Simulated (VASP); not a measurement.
Input of a VASP 6.6.1 run:

INCAR

```
  ALGO = Normal
  EDIFF = 1E-6
  ENCUT = 520
  GGA = PE
  ISIF = 2
  ISMEAR = -1
  LASPH = True
  LCHARG = False
  LREAL = False
  LWAVE = False
  NBANDS = 19
  NELM = 100
  PREC = Accurate
  SIGMA = 0.05
```

File KPOINTS:

```
k-points
0
Gamma
  13 13 7
```

The input POSCAR:

```
TiO2
1.0
    2.9893869979      0.0000000000      0.0000000000
   -1.4946934990      2.5888850819      0.0000000000
    0.0000000000      0.0000000000      5.4931511580
Ti O
1 2
Direct
    0.0000000000      0.0000000000      0.0000000000
    0.3333333333      0.6666666667      0.1756580322
    0.6666666667      0.3333333333      0.8243419678
```

Potentials or basis: VASP PAW PBE potentials, release 64 (Ti_sv, O).

The run is started by

```sh
$ cat potpaw_PBE.64/Ti_sv/POTCAR potpaw_PBE.64/O/POTCAR > POTCAR
$ mpirun -np 1 vasp_std > vasp.out
```

Question: What does it give for the band gap on the k mesh?

Answer: 2.63 eV, indirect (least direct gap 2.87 eV).

Question: Estimate the pressure.

Answer: 0.6 GPa.

Stress tensor (GPa, compression positive):
```
0.72 0.00 0.00
0.00 0.72 0.00
0.00 0.00 0.25
```

A k mesh can miss the band edges. Expect the measured gap to be larger: semilocal functionals such as PBE lack the derivative discontinuity.
